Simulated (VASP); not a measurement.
Crystal: MgH2.

```xyz
6
Lattice="4.5010 0.0153 -0.0227 0.0153 4.4303 0.0078 -0.0152 0.0052 2.9798" Properties=species:S:1:pos:R:3 pbc="T T T"
Mg   -0.0287   -0.0963   -0.0568
Mg    2.1797    2.2600    1.4370
H     1.4688    1.1733    0.0653
H     0.9742    3.6061    1.4524
H     3.5197    0.7833    1.5172
H     3.1360    3.0442    0.0097
```

| Quantity | Value |
| --- | --- |
| Program | VASP 6.6.1 |
| Task | relaxation of cell and atoms |
| Functional | PBEsol |
| Potentials or basis | VASP PAW PBE potentials, release 64 (Mg, H) |
| Cutoff | 600 eV |
| k mesh | 4 × 4 × 6 |
| Occupations | fermi-dirac, width 0.05 eV |
| Spin | no spin polarisation |

At the start: pressure 1.0 GPa; volume 9.90 Å³/atom.

How do energy, volume and symmetry change on relaxing?

Over 13 steps the energy falls by 25.4 meV/atom and the volume is 10.02 Å³/atom (+1.2 %); space group P4_2/mnm (No. 136, to 0.05 Å).

Step by step:
```csv
step,energy change (eV),largest force (eV/Å),pressure (GPa),volume (Å³)
1,0.0000,0.9345,0.99,59.42
2,-0.0699,0.5212,0.24,59.94
3,-0.1148,0.2637,-0.62,60.82
4,-0.1150,0.2636,-0.66,60.86
5,-0.1275,0.2051,-0.31,60.46
6,-0.1389,0.1807,0.59,59.50
7,-0.1477,0.0883,0.28,59.78
8,-0.1502,0.0956,0.02,60.04
9,-0.1519,0.0214,-0.01,60.09
10,-0.1520,0.0290,-0.01,60.11
11,-0.1522,0.0138,0.02,60.09
12,-0.1522,0.0147,0.04,60.09
13,-0.1523,0.0083,-0.01,60.14
```

Final structure:
```yaml
crystal:
  lattice:
    - [4.46896, 0.00005, -0.00120]
    - [0.00024, 4.47822, 0.00025]
    - [-0.00120, 0.00024, 3.00480]
  atoms:
    - { symbol: Mg, position: [0.99880, 0.98727, 0.99946] }
    - { symbol: Mg, position: [0.49890, 0.48705, 0.49995] }
    - { symbol: H, position: [0.30275, 0.29236, 0.99973] }
    - { symbol: H, position: [0.19646, 0.79321, 0.49938] }
    - { symbol: H, position: [0.80206, 0.18100, 0.49933] }
    - { symbol: H, position: [0.69725, 0.67982, 0.99977] }
```

Caveat: the PAW data sets were made with another functional, which shifts forces and pressure a little.
